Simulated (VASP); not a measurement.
A run of VASP 6.6.1:

File INCAR:

```
SYSTEM = CaO
PREC = Accurate
ENCUT = 520
EDIFF = 1E-6
ISMEAR = 0
SIGMA = 0.02
LREAL = .FALSE.
LASPH = .TRUE.
NELM = 100
ALGO = Normal
ISIF = 2
LWAVE = .FALSE.
LCHARG = .TRUE.
GGA = PS
LELF = .TRUE.
LVHAR = .TRUE.
NBANDS = 42
```

File KPOINTS:

```
regular mesh
0
G
  6 6 4
  0 0 0
```

The input POSCAR:

```
CaO
1.0
    2.9351684388     -2.9351684388      0.0000000000
    2.9351684388      2.9351684388      0.0000000000
    0.0000000000      0.0000000000      6.4305824720
Ca O
4 4
Direct
    0.7500000000      0.2500000000      0.8917830766
    0.2500000000      0.7500000000      0.1082169234
    0.7500000000      0.2500000000      0.3917830766
    0.2500000000      0.7500000000      0.6082169234
    0.2500000000      0.2500000000      0.2500000000
    0.7500000000      0.7500000000      0.7500000000
    0.2500000000      0.2500000000      0.7500000000
    0.7500000000      0.7500000000      0.2500000000
```

Potentials or basis: VASP PAW PBE potentials, release 64 (Ca_sv, O).

Run with:

```console
$ cat potpaw_PBE.64/Ca_sv/POTCAR potpaw_PBE.64/O/POTCAR > POTCAR
$ mpirun -np 1 vasp_std > vasp.out
```

Hardware: 1 thread of Intel(R) Xeon(R) 6975P-C (Granite Rapids), on a shared host.

Question: Estimate the wall time of this run.

Answer: Wall time 54 s on 1 thread of Intel(R) Xeon(R) 6975P-C (Granite Rapids), on a shared host, peak memory 0.27 GiB. Counts: scf iterations 14, k points 30.
